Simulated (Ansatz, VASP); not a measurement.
## One calculation of Nb, two programs

The input INCAR:

```
SYSTEM = Nb
ALGO = Normal
EDIFF = 1E-6
ENCUT = 520
GGA = CA
ISIF = 2
ISMEAR = -1
LASPH = .TRUE.
LCHARG = .TRUE.
LELF = .TRUE.
LREAL = .FALSE.
LVHAR = .TRUE.
LWAVE = .FALSE.
NBANDS = 12
NELM = 60
PREC = Accurate
SIGMA = 0.03
```

KPOINTS

```
k-points
0
G
  13 13 13
  0 0 0
```

The input POSCAR:

```
Nb
1.0
    0.0000000000      2.1290070307      2.1290070307
    2.1290070307      0.0000000000      2.1290070307
    2.1290070307      2.1290070307      0.0000000000
Nb
1
Direct
    0.0000000000      0.0000000000      0.0000000000
```

Input for Ansatz:

```yaml
crystal:
  lattice:
    - [0.0, 2.1290070307, 2.1290070307]
    - [2.1290070307, 0.0, 2.1290070307]
    - [2.1290070307, 2.1290070307, 0.0]
  atoms:
    - { symbol: Nb, position: [0.0, 0.0, 0.0] }
kpoints:
  mp_grid: { grid: [13, 13, 13] }
  band_path:
    path:
      - [0.0, 0.0, 0.0]
      - [0.5, 0.0, 0.5]
      - [0.625, 0.25, 0.625]
      - [0.375, 0.375, 0.75]
      - [0.0, 0.0, 0.0]
      - [0.5, 0.5, 0.5]
      - [0.5, 0.25, 0.75]
      - [0.5, 0.0, 0.5]
    npoints: 5
scf:
  occupations: { method: fermi_dirac, width: 0.03 }
hamiltonian:
  xc: lda
  pseudopotentials: { kind: all_electron, lapw: { basis_error: 0.0005 } }
output:
  forces: true
  stress: true
  eigenvalues: true
```

Change from the starting cell: volume scaled by 1.02.

Alike in both runs: task single point; functional LDA; k mesh 13 × 13 × 13; occupations fermi-dirac, width 0.03 eV; no spin polarisation.

```csv
,VASP,Ansatz
version,VASP 6.6.1,Ansatz 0.2.0
potentials or method,"VASP PAW LDA potentials, release 64 (Nb_sv), cutoff 520 eV","all-electron LAPW, scalar-relativistic"
```

|  | VASP | Ansatz | Ansatz less VASP |
| --- | --- | --- | --- |
| pressure (GPa) | -13.2 | -13.1 | +0.11 |

LDA's correlation is that of Perdew and Zunger in VASP and of Perdew and Wang (1992) in Ansatz. Ansatz ran all-electron here, and VASP with PAW potentials.
